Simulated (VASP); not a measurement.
Set up this calculation in VASP 6.6.1, as the native input.

```yaml
Task: single point
Functional: PBE
Potentials_or_basis: VASP PAW PBE potentials, release 64 (Y_sv, Al, N)
Cutoff: 520 eV
k_mesh: 3 × 3 × 2
Occupations: gaussian, width 0.15 eV
Spin: no spin polarisation
Dipole_correction: no
Further_INCAR_settings: ALGO = Normal; EDIFF = 1e-06; NBANDS = 44
```

The structure of YAl2N3 lies in POSCAR:

```
YAl2N3
1.0
    5.0868490778     -2.8867674668      0.0000000000
    5.0868490778      2.8867674668      0.0000000000
    0.0000000000      0.0000000000      5.1702543113
Y Al N
2 4 6
Direct
    0.3076445421      0.6923554579     -0.0293993543
    0.6923554579      0.3076445421      0.4706006457
    0.6594735393     -0.0092590232     -0.0045806570
    0.0092590232      0.3405264607     -0.0045806570
   -0.0092590232      0.6594735393      0.4954193430
    0.3405264607      0.0092590232      0.4954193430
    0.6683464271     -0.0543536481      0.3607897420
    0.0543536481      0.3316535729      0.3607897420
    0.7081411000      0.2918589000      0.9369811843
   -0.0543536481      0.6683464271      0.8607897420
    0.3316535729      0.0543536481      0.8607897420
    0.2918589000      0.7081411000      0.4369811843
```

One way to write it, as run:

INCAR

```
PREC = Accurate ; ENCUT = 520
EDIFF = 1E-6 ; ISMEAR = 0
SIGMA = 0.15 ; LREAL = False
LASPH = True ; NELM = 60
ALGO = Normal ; ISIF = 2
LWAVE = False ; LCHARG = True
GGA = PE ; LELF = True
LVHAR = True ; NBANDS = 44
```

KPOINTS

```
Automatic mesh
0
Gamma
  3 3 2
```

Potentials or basis: VASP PAW PBE potentials, release 64 (Y_sv, Al, N).

Run with:

```console
$ cat potpaw_PBE.64/Y_sv/POTCAR potpaw_PBE.64/Al/POTCAR potpaw_PBE.64/N/POTCAR > POTCAR
$ mpirun -np 1 vasp_std > vasp.out
```

It gave:

| Property | Result |
| --- | --- |
| Pressure | -0.2 GPa |
| Largest force | 0.075 eV/Å |
| Band gap on the k mesh | 2.36 eV (least direct gap 2.48 eV) |

Caveat: the k points lie up to 0.61 Å⁻¹ apart; an odd mesh through Γ misses points on the zone boundary, where band edges can lie.

Run time: 36 s on 1 thread of Intel(R) Xeon(R) 6975P-C (Granite Rapids), with other jobs on the host, peak memory 0.3 GiB.
